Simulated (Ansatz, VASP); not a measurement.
**One calculation of Bi2Se3, two programs**

Contents of INCAR:

```
ALGO     = Normal         # electronic algorithm
EDIFF    = 1E-8           # SCF threshold, eV
ENCUT    = 520            # plane-wave cutoff, eV
GGA      = PE             # functional
ISIF     = 2              # what is computed and relaxed
ISMEAR   = -1             # smearing method
LASPH    = T              # aspherical terms in the spheres
LCHARG   = F              # write CHGCAR
LEFG     = T            
LREAL    = F              # projectors in reciprocal space
LWAVE    = F              # write WAVECAR
NBANDS   = 32             # bands
NELM     = 60             # most SCF steps
PREC     = Accurate       # precision mode
SIGMA    = 0.02           # smearing width, eV
```

File KPOINTS:

```
k-points
0
Gamma
  9 9 9
```

Contents of POSCAR:

```
Bi2Se3
1.0
    2.0715000000      1.1959810826      9.5453333333
   -2.0715000000      1.1959810826      9.5453333333
    0.0000000000     -2.3919621653      9.5453333333
Bi Se
2 3
Direct
    0.4008000000      0.4008000000      0.4008000000
    0.5992000000      0.5992000000      0.5992000000
    0.0000000000      0.0000000000      0.0000000000
    0.2117000000      0.2117000000      0.2117000000
    0.7883000000      0.7883000000      0.7883000000
```

Input for Ansatz:

```yaml
crystal:
  lattice:
    - [2.0715, 1.1959810826, 9.5453333333]
    - [-2.0715, 1.1959810826, 9.5453333333]
    - [0.0, -2.3919621653, 9.5453333333]
  atoms:
    - { symbol: Bi, position: [0.4008, 0.4008, 0.4008] }
    - { symbol: Bi, position: [0.5992, 0.5992, 0.5992] }
    - { symbol: Se, position: [0.0, 0.0, 0.0] }
    - { symbol: Se, position: [0.2117, 0.2117, 0.2117] }
    - { symbol: Se, position: [0.7883, 0.7883, 0.7883] }
kpoints:
  mp_grid: { grid: [9, 9, 9] }
scf:
  occupations: { method: fermi_dirac, width: 0.02 }
hamiltonian:
  xc: pbe
  pseudopotentials: { kind: paw }
output:
  forces: true
  stress: true
  populations: true
  efg: { quadrupole_moments_barn: { Bi: -0.516 }, contact_densities: true }
```

Alike in both runs: task electric field gradients; functional PBE; k mesh 9 × 9 × 9; occupations fermi-dirac, width 0.02 eV; no spin polarisation.

```csv
,VASP,Ansatz
version,VASP 6.6.1,Ansatz 0.2.0
potentials or method,"VASP PAW PBE potentials, release 64 (Bi_d, Se)","plane-wave PAW, scalar-relativistic"
plane-wave cutoff (eV),520,420
valence electrons in the cell,48,78
```

Ansatz gave:

| Quantity | Value |
| --- | --- |
| pressure (GPa) | 2.5 |
| rms of the force components (eV/Å) | 0.080 |
| size of Vzz on the site where it differs most (V/Å²) | 7.6 |

Problem. Estimate VASP's values.

Solution. Pressure (GPa): 2.6; rms of the force components (eV/Å): 0.086; size of Vzz on the site where it differs most (V/Å²): 10.4.

Atom by atom the forces differ by 0.006 eV/Å (rms over components). VASP's potentials hold 48 valence electrons a cell and Ansatz's 78, so a difference there can come from the potentials and not from the codes.

Spin-orbit coupling is off throughout.
